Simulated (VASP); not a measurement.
# TePb (Pm-3m) in VASP: further runs

Aim: see how the results for TePb move with the level of theory and the settings. Levels: PBE, r2SCAN, HSE06. Tasks: single point, relaxation of cell and atoms.

Everything below comes from runs of VASP 6.6.1. Logs are shortened: lines on timing, memory, paths and dates and some standing lists are left out, and cuts for length are marked.

### 1 The cell of the first run

Symmetry: Pm-3m, No. 221, cubic system. The conventional cell has a = 3.975 Å, b = 3.975 Å, c = 3.975 Å, α = 90.00°, β = 90.00°, γ = 90.00°. Within 4.5 Å of Pb (site symmetry m-3m) lie 8 Te at 3.44 Å and 6 Pb at 3.98 Å. Te (site symmetry m-3m) has 8 Pb at 3.44 Å and 6 Te at 3.98 Å within 4.5 Å.

### 2 Single point, PBE

INCAR reads:

```
SYSTEM = TePb
PREC = Accurate
ENCUT = 520
EDIFF = 1E-7
ISMEAR = -1
SIGMA = 0.02
LREAL = .FALSE.
LASPH = .TRUE.
NELM = 80
ALGO = Normal
ISIF = 2
LWAVE = .FALSE.
LCHARG = .FALSE.
GGA = PE
NBANDS = 17
```

KPOINTS reads:

```
Automatic mesh
0
G
  6 6 6
  0 0 0
```

POSCAR reads:

```
TePb
1.0
    3.9750059128      0.0000000000      0.0000000000
    0.0000000000      3.9750059128      0.0000000000
    0.0000000000      0.0000000000      3.9750059128
Pb Te
1 1
Direct
    0.0000000000      0.0000000000      0.0000000000
    0.5000000000      0.5000000000      0.5000000000
```

Potentials or basis: VASP PAW PBE potentials, release 64 (Pb_d, Te).

Launch:

```console
cat potpaw_PBE.64/Pb_d/POTCAR potpaw_PBE.64/Te/POTCAR > POTCAR
mpirun -np 1 vasp_std > vasp.out
```

OUTCAR:

```text
SYSTEM = TePb
   PREC = Accurate
   ENCUT = 520
   EDIFF = 1E-7
   ISMEAR = -1
   LREAL = .FALSE.
   LASPH = .TRUE.
   NELM = 80
   ISIF = 2
   GGA = PE

 ion  position               nearest neighbor table
   1  0.000  0.000  0.000-   2 3.44   2 3.44   2 3.44   2 3.44   2 3.44   2 3.44   2 3.44   2 3.44

   2  0.500  0.500  0.500-   1 3.44   1 3.44   1 3.44   1 3.44   1 3.44   1 3.44   1 3.44   1 3.44

  LATTYP: Found a simple cubic cell.
 ALAT       =     3.9750059128

  Lattice vectors:

 A1 = (   3.9750059128,   0.0000000000,   0.0000000000)
 A2 = (   0.0000000000,   3.9750059128,   0.0000000000)
 A3 = (   0.0000000000,   0.0000000000,   3.9750059128)

Analysis of symmetry for initial positions (statically):
=====================================================================
 Subroutine PRICEL returns:
 Original cell was already a primitive cell.

 Routine SETGRP: Setting up the symmetry group for a
 simple cubic supercell.

 Subroutine GETGRP returns: Found 48 space group operations
 (whereof 48 operations were pure point group operations)
 out of a pool of 48 trial point group operations.

The static configuration has the point symmetry O_h .

Analysis of symmetry for dynamics (positions and initial velocities):
=====================================================================
 Subroutine PRICEL returns:
 Original cell was already a primitive cell.

 Routine SETGRP: Setting up the symmetry group for a
 simple cubic supercell.

 Subroutine GETGRP returns: Found 48 space group operations
 (whereof 48 operations were pure point group operations)
 out of a pool of 48 trial point group operations.

The dynamic configuration has the point symmetry O_h .

 Subroutine INISYM returns: Found 48 space group operations
 (whereof 48 operations are pure point group operations),
 and found     1 'primitive' translations

----------------------------------------------------------------------------------------

                                     Primitive cell

  volume of cell :      62.8078

  direct lattice vectors                    reciprocal lattice vectors
     3.975005913  0.000000000  0.000000000     0.251571953  0.000000000  0.000000000
     0.000000000  3.975005913  0.000000000     0.000000000  0.251571953  0.000000000
     0.000000000  0.000000000  3.975005913     0.000000000  0.000000000  0.251571953

  length of vectors
     3.975005913  3.975005913  3.975005913     0.251571953  0.251571953  0.251571953

  position of ions in fractional coordinates (direct lattice)
     0.000000000  0.000000000  0.000000000
     0.500000000  0.500000000  0.500000000

  ion indices of the primitive-cell ions
   primitive index   ion index
                 1           1
                 2           2

----------------------------------------------------------------------------------------

 KPOINTS: Automatic mesh

Automatic generation of k-mesh.
 Grid dimensions read from file:
 generate k-points for:    6    6    6

 Generating k-lattice:

  Cartesian coordinates                     Fractional coordinates (reciprocal lattice)
     0.041928659  0.000000000  0.000000000     0.166666667  0.000000000  0.000000000
     0.000000000  0.041928659  0.000000000     0.000000000  0.166666667  0.000000000
     0.000000000  0.000000000  0.041928659     0.000000000  0.000000000  0.166666667

  Length of vectors
     0.041928659  0.041928659  0.041928659

  Shift w.r.t. Gamma in fractional coordinates (k-lattice)
     0.000000000  0.000000000  0.000000000

 Subroutine IBZKPT returns following result:
 ===========================================

 Found     20 irreducible k-points:

 Following reciprocal coordinates:
            Coordinates               Weight
  0.000000  0.000000  0.000000      1.000000
  0.166667  0.000000  0.000000      6.000000
  0.333333  0.000000  0.000000      6.000000
  0.500000  0.000000  0.000000      3.000000
  0.166667  0.166667  0.000000     12.000000
  0.333333  0.166667  0.000000     24.000000
[... 12 lines left out ...]
  0.500000  0.500000  0.333333      6.000000
  0.500000  0.500000  0.500000      1.000000
   k-points           NKPTS =     20   k-points in BZ     NKDIM =     20   number of bands    NBANDS=     17
   number of dos      NEDOS =    301   number of ions     NIONS =      2
   total plane-waves  NPLWV =  27000
   dimension x,y,z NGX =    30 NGY =   30 NGZ =   30
   dimension x,y,z NGXF=    60 NGYF=   60 NGZF=   60
   ions per type =               1   1
   NGX,Y,Z   is equivalent  to a cutoff of  12.55, 12.55, 12.55 a.u.
   NGXF,Y,Z  is equivalent  to a cutoff of  25.09, 25.09, 25.09 a.u.
 SYSTEM =  TePb
   PREC   = accura    normal or accurate (medium, high low for compatibility)
   ISTART =      0    job   : 0-new  1-cont  2-samecut
   ICHARG =      2    charge: 1-file 2-atom 10-const
   ISPIN  =      1    spin polarized calculation?
   LNONCOLLINEAR =      F non collinear calculations
   LSORBIT =      F    spin-orbit coupling
   LASPH  =      T    aspherical Exc in radial PAW
   ENCUT  =  520.0 eV  38.22 Ry    6.18 a.u.   7.39  7.39  7.39*2*pi/ulx,y,z
   NELM   =     80;   NELMIN=  2; NELMDL= -5     # of ELM steps
   EDIFF  = 0.1E-06   stopping-criterion for ELM
   LREAL  =      F    real-space projection
   EDIFFG = 0.1E-05   stopping-criterion for IOM
   NSW    =      0    number of steps for IOM
   IBRION =     -1    ionic relax: 0-MD 1-quasi-New 2-CG
   NFREE  =      0    steps in history (QN), initial steepest desc. (CG)
   ISIF   =      2    stress and relaxation
   ISYM   =      2    0-nonsym 1-usesym 2-fastsym
   POTIM  = 0.5000    time-step for ionic-motion
   TEBEG  =    0.0;   TEEND  =   0.0 temperature during run
   PSTRESS=    0.0 pullay stress
   NELECT =      20.0000    total number of electrons
   NUPDOWN=      -1.0000    fix difference up-down
   EMIN   =  10.00;   EMAX   =-10.00  energy-range for DOS
   EFERMI =   0.00;   METHOD = LEGACY
   ISMEAR =    -1;   SIGMA  =   0.02  broadening in eV -4-tet -1-fermi 0-gaus
   EFERMI_NEDOS =   21; number of points for ismear=-14 and -15
   IALGO  =     38    algorithm
   IMIX   =      4    mixing-type and parameters
     AMIX     =   0.40;   BMIX     =  1.00
     AMIX_MAG =   1.60;   BMIX_MAG =  1.00
  volume/ion in A,a.u.               =      31.40       211.92
  Fermi-wavevector in a.u.,A,eV,Ry     =   1.117928  2.112577 17.004049  1.249762
  Thomas-Fermi vector in A             =   2.254555
   LORBIT       =      0    0 simple, 1 ext, 2 COOP (PROOUT), +10 PAW based schemes
   GGA     = PE    functional components
   LHFCALC =     F    Hartree Fock is set to
   AEXX    =    0.0000 exact exchange contribution
   IVDW    =     0    specifies the selected vdW correction
   LEPSILON=     F    determine dielectric tensor
   LRPA    =     F    only Hartree local field effects (RPA)
 non-spin polarized calculation
  energy-cutoff  :      520.00
  volume of cell :       62.81
 maximum number of plane-waves:      1743
 NGX is ok and might be reduce to    30
   NGX = 15   NGY = 15   NGZ = 15

 number of electron      20.0000002 magnetization

 Free energy of the ion-electron system (eV)
  ---------------------------------------------------
  ext. energy  EPLUGINS =         0.00000000
  ---------------------------------------------------
  free energy    TOTEN  =        -7.07931319 eV

  energy without entropy =       -7.07824355  energy(sigma->0) =       -7.07877837

 E-fermi :   6.6440     XC(G=0):  -9.7799

 val. band max:        6.5311796303   @ k =   0.5000   0.1667   0.0000
 cond. band min:       6.6686972754   @ k =   0.1667   0.1667   0.1667
 fundamental gap:      0.1375176451
 Fermi energy:         6.6439969284

 k-point     1 :       0.0000    0.0000    0.0000
  band No.  band energies     occupation
      1     -10.5084      2.00000
      2     -10.5084      2.00000
      3     -10.4202      2.00000
      4     -10.4202      2.00000
      5     -10.4202      2.00000
      6      -5.6873      2.00000
[... 9 lines left out ...]
     16      16.8375      0.00000
     17      17.7156      0.00000

 k-point     2 :       0.1667    0.0000    0.0000
  band No.  band energies     occupation
      1     -10.5075      2.00000
      2     -10.4898      2.00000
      3     -10.4271      2.00000
      4     -10.4271      2.00000
      5     -10.4197      2.00000
      6      -5.4624      2.00000
[... 9 lines left out ...]
     16      16.3743      0.00000
     17      17.0424      0.00000

 k-point     3 :       0.3333    0.0000    0.0000
  band No.  band energies     occupation
      1     -10.5055      2.00000
      2     -10.4528      2.00000
      3     -10.4409      2.00000
      4     -10.4409      2.00000
      5     -10.4187      2.00000
      6      -4.8448      2.00000
[... 9 lines left out ...]
     16      15.1983      0.00000
     17      17.5245      0.00000

 k-point     4 :       0.5000    0.0000    0.0000
  band No.  band energies     occupation
      1     -10.5045      2.00000
      2     -10.4477      2.00000
      3     -10.4477      2.00000
      4     -10.4344      2.00000
      5     -10.4182      2.00000
      6      -4.3078      2.00000
[... 9 lines left out ...]
     16      18.1150      0.00000
     17      18.7188      0.00000
[... 263 lines left out ...]
      1     -10.4763      2.00000
      2     -10.4706      2.00000
      3     -10.4610      2.00000
      4     -10.4174      2.00000
      5     -10.3982      2.00000
      6      -3.4008      2.00000
[... 9 lines left out ...]
     16      17.2338      0.00000
     17      19.7705      0.00000

 k-point    19 :       0.5000    0.5000    0.3333
  band No.  band energies     occupation
      1     -10.4834      2.00000
      2     -10.4693      2.00000
      3     -10.4693      2.00000
      4     -10.4074      2.00000
      5     -10.3876      2.00000
      6      -3.2578      2.00000
[... 9 lines left out ...]
     16      18.7568      0.00000
     17      19.6296      0.00000

 k-point    20 :       0.5000    0.5000    0.5000
  band No.  band energies     occupation
      1     -10.4783      2.00000
      2     -10.4783      2.00000
      3     -10.4783      2.00000
      4     -10.3872      2.00000
      5     -10.3872      2.00000
      6      -3.1498      2.00000
[... 9 lines left out ...]
     16      20.3798      0.00000
     17      21.6659      0.00000

------------------------ aborting loop because EDIFF is reached ----------------------------------------

  FORCE on cell =-STRESS in cart. coord.  units (eV):
  Direction    XX          YY          ZZ          XY          YZ          ZX
  --------------------------------------------------------------------------------------
  -------------------------------------------------------------------------------------
  Total        0.1701367      0.1701367      0.1701367      0.0000000     -0.0000000      0.0000000
  in kB        4.3400563      4.3400563      4.3400563      0.0000000     -0.0000000      0.0000000
  external PRESSURE =       4.3400563 kB  Pullay stress =       0.0000000 kB

 VOLUME and BASIS-vectors are now :
 -----------------------------------------------------------------------------
  energy-cutoff  :      520.00
  volume of cell :       62.81
      direct lattice vectors                 reciprocal lattice vectors
     3.975005913  0.000000000  0.000000000     0.251571953  0.000000000  0.000000000
     0.000000000  3.975005913  0.000000000     0.000000000  0.251571953  0.000000000
     0.000000000  0.000000000  3.975005913     0.000000000  0.000000000  0.251571953

 POSITION                                       TOTAL-FORCE (eV/Angst)
 -----------------------------------------------------------------------------------
      0.00000      0.00000      0.00000         0.000000      0.000000      0.000000
      1.98750      1.98750      1.98750         0.000000      0.000000      0.000000
 -----------------------------------------------------------------------------------
    total drift:                                0.000000     -0.000000     -0.000000

  FREE ENERGIE OF THE ION-ELECTRON SYSTEM (eV)
  ---------------------------------------------------
  free  energy   TOTEN  =        -7.0793131928 eV

  energy  without entropy=       -7.0782435494  energy(sigma->0) =       -7.07877837
```

Wall time 29 s (1 thread of AMD EPYC 7R13, shared host); peak memory 0.15 GiB.

What came out:

```
Free energy            : -7.0793 eV
Pressure               : 0.4 GPa
Band gap on the k mesh : zero (band 10 reaches 6.83 eV, above the bottom of band 11 at 5.53 eV)
```

Caveat: spin-orbit coupling is left out, which moves the levels of the heavy elements.

### 3 Single point, PBE

This run uses another cell than the first one, of 31.74 Å³/atom, 1.011 times its volume.

INCAR reads:

```
PREC     = Accurate       # precision mode
ENCUT    = 520            # plane-wave cutoff, eV
EDIFF    = 1E-7           # SCF threshold, eV
ISMEAR   = -1             # smearing method
SIGMA    = 0.02           # smearing width, eV
LREAL    = F              # projectors in reciprocal space
LASPH    = T              # aspherical terms in the spheres
NELM     = 60             # most SCF steps
ALGO     = Normal         # electronic algorithm
ISIF     = 2              # what is computed and relaxed
LWAVE    = F              # write WAVECAR
LCHARG   = T              # write CHGCAR
GGA      = PE             # functional
LELF     = T              # ELF
LVHAR    = T            
NBANDS   = 17             # bands
```

KPOINTS reads:

```
Automatic mesh
0
Gamma
  6 6 6
```

POSCAR reads:

```
TePb
1.0
    3.9890534659      0.0000000000      0.0000000000
    0.0000000000      3.9890534659      0.0000000000
    0.0000000000      0.0000000000      3.9890534659
Pb Te
1 1
Direct
    0.0000000000      0.0000000000      0.0000000000
    0.5000000000      0.5000000000      0.5000000000
```

Potentials or basis: VASP PAW PBE potentials, release 64 (Pb_d, Te).

Launch:

```console
cat potpaw_PBE.64/Pb_d/POTCAR potpaw_PBE.64/Te/POTCAR > POTCAR
mpirun -np 1 vasp_std > vasp.out
```

It took 28 s on 1 thread of AMD EPYC 7R13, shared host; peak memory 0.15 GiB.

Results (log left out):

```yaml
Free_energy: -7.0803 eV
Pressure: 0.0 GPa
Band_gap_on_the_k_mesh: zero (band 10 reaches 6.70 eV, above the bottom of band 11 at 5.44 eV)
```

Levels at points of the mesh, in eV from the Fermi level:
```tsv
k point	band 7	band 8	band 9	band 10	band 11	band 12	band 13	band 14
(0.00, 0.00, 0.00)	-6.76	-1.61	-1.61	-1.61	3.99	3.99	5.30	5.30
(0.50, 0.00, 0.00)	-9.09	-0.78	-0.19	-0.19	0.20	2.34	2.34	5.31
(0.50, 0.50, 0.00)	-7.91	-4.46	-4.46	0.19	3.55	3.73	3.73	6.02
(0.50, 0.50, 0.50)	-7.14	-2.53	-2.53	-2.53	-1.07	-1.07	-1.07	13.64
```

Caveat: spin-orbit coupling is left out, which moves the levels of the heavy elements.

### 4 Single point, r2SCAN

POSCAR reads:

```
TePb
1.0
    3.9750059128      0.0000000000      0.0000000000
    0.0000000000      3.9750059128      0.0000000000
    0.0000000000      0.0000000000      3.9750059128
Pb Te
1 1
Direct
    0.0000000000      0.0000000000      0.0000000000
    0.5000000000      0.5000000000      0.5000000000
```

INCAR.step1 reads:

```
  ALGO = Normal
  EDIFF = 1E-4
  ENCUT = 520
  GGA = PE
  ISMEAR = -1
  LASPH = T
  LCHARG = F
  LREAL = F
  LWAVE = T
  NBANDS = 17
  NELM = 100
  PREC = Accurate
  SIGMA = 0.02
```

INCAR.step2 reads:

```
  ALGO = Normal
  EDIFF = 1E-6
  ENCUT = 520
  ISIF = 2
  ISMEAR = -1
  ISTART = 1
  LASPH = T
  LCHARG = F
  LMIXTAU = T
  LREAL = F
  LWAVE = F
  METAGGA = R2SCAN
  NBANDS = 17
  NELM = 100
  PREC = Accurate
  SIGMA = 0.02
```

KPOINTS reads:

```
k-points
0
Gamma
  6 6 6
```

Launch:

```console
cat potpaw_PBE.64/Pb_d/POTCAR potpaw_PBE.64/Te/POTCAR > POTCAR
cp INCAR.step1 INCAR
mpirun -np 1 vasp_std > vasp.out
cp INCAR.step2 INCAR
mpirun -np 1 vasp_std > vasp.out
```

Wall time 1.7 min (1 thread of AMD EPYC 7R13, shared host); peak memory 0.15 GiB.

The run converged. Its results:

| Item | Value |
| --- | --- |
| Free energy | -82.1626 eV |
| Pressure | 0.0 GPa |
| Band gap on the k mesh | zero (band 10 reaches 6.65 eV, above the bottom of band 11 at 5.55 eV) |

Levels at points of the mesh, in eV from the Fermi level:
| k point | band 8 | band 9 | band 10 | band 11 | band 12 | band 13 |
| --- | --- | --- | --- | --- | --- | --- |
| (0.00, 0.00, 0.00) | -1.72 | -1.72 | -1.72 | 4.47 | 4.47 | 5.70 |
| (0.50, 0.00, 0.00) | -0.75 | -0.23 | -0.23 | 0.57 | 2.53 | 2.53 |
| (0.50, 0.50, 0.00) | -4.63 | -4.63 | 0.16 | 3.80 | 4.10 | 4.10 |
| (0.50, 0.50, 0.50) | -2.65 | -2.65 | -2.65 | -0.94 | -0.94 | -0.94 |

Caveat: the PAW data sets were made with another functional, which shifts forces and pressure a little; spin-orbit coupling is left out, which moves the levels of the heavy elements.

### 5 Relaxation of cell and atoms, PBE

This run uses another cell than the first one, of 24.89 Å³/atom, 0.793 times its volume.

INCAR reads:

```
ALGO = Normal
EDIFF = 1E-6
EDIFFG = -0.005
ENCUT = 600
GGA = PE
IBRION = 2
ISIF = 3
ISMEAR = -1
LASPH = T
LCHARG = F
LREAL = F
LWAVE = F
NELM = 80
NSW = 80
PREC = Accurate
SIGMA = 0.02
```

KPOINTS is that of step 4.

POSCAR reads:

```
TePb
1.0
    3.6786553675      0.0000000000      0.0000000000
    0.0000000000      3.6786553675      0.0000000000
    0.0000000000      0.0000000000      3.6786553675
Pb Te
1 1
Direct
    0.0000000000      0.0000000000      0.0000000000
    0.5000000000      0.5000000000      0.5000000000
```

Launch:

```console
cat potpaw_PBE.64/Pb_d/POTCAR potpaw_PBE.64/Te/POTCAR > POTCAR
mpirun -np 1 vasp_std > vasp.out
```

It took 71 s on 1 thread of AMD EPYC 7R13, shared host; peak memory 0.15 GiB.

Results (log left out):

| Property | Result |
| --- | --- |
| Free energy | -7.0773 eV |
| Relaxed volume | 31.71 Å³/atom |
| Relaxed cell | a = 3.988 Å, b = 3.988 Å, c = 3.988 Å, α = 90.00°, β = 90.00°, γ = 90.00° |
| Space group after relaxing (to 0.05 Å) | Pm-3m (No. 221) |
| Energy gained by relaxing | 305.8 meV/atom |
| Ionic steps | 6 |
| Pressure after relaxing | 0.0 GPa |
| Band gap on the k mesh | zero (band 10 reaches 6.71 eV, above the bottom of band 11 at 5.45 eV) |

Step by step:
| step | energy change (eV) | largest force (eV/Å) | pressure (GPa) | volume (Å³) |
| --- | --- | --- | --- | --- |
| 1 | 0.0000 | 0.0000 | 17.79 | 49.78 |
| 2 | -0.4791 | 0.0000 | -4.06 | 72.47 |
| 3 | -0.6115 | 0.0000 | 0.05 | 63.35 |
| 4 | -0.6114 | 0.0000 | -0.15 | 63.64 |
| 5 | -0.6115 | 0.0000 | 0.03 | 63.39 |
| 6 | -0.6115 | 0.0000 | 0.02 | 63.42 |

Final structure:
```
Pb Te
1.0
     3.98796    0.00000    0.00000
     0.00000    3.98796    0.00000
     0.00000    0.00000    3.98796
Pb Te
1 1
Direct
  0.00000 0.00000 0.00000
  0.50000 0.50000 0.50000
```

Levels at points of the mesh, in eV from the Fermi level:
| k point | band 6 | band 7 | band 8 | band 9 | band 10 | band 11 | band 12 | band 13 | band 14 |
| --- | --- | --- | --- | --- | --- | --- | --- | --- | --- |
| (0.00, 0.00, 0.00) | -12.25 | -6.76 | -1.61 | -1.61 | -1.61 | 3.98 | 3.98 | 5.30 | 5.30 |
| (0.50, 0.00, 0.00) | -10.90 | -9.09 | -0.78 | -0.19 | -0.19 | 0.20 | 2.33 | 2.33 | 5.30 |
| (0.50, 0.50, 0.00) | -10.15 | -7.91 | -4.46 | -4.46 | 0.19 | 3.55 | 3.73 | 3.73 | 6.02 |
| (0.50, 0.50, 0.50) | -9.77 | -7.14 | -2.53 | -2.53 | -2.53 | -1.07 | -1.07 | -1.07 | 13.65 |

Caveat: the volume moved by over 15 % at a fixed basis, so the end points are rough; spin-orbit coupling is left out, which moves the levels of the heavy elements.

[end of part 1 of 2]
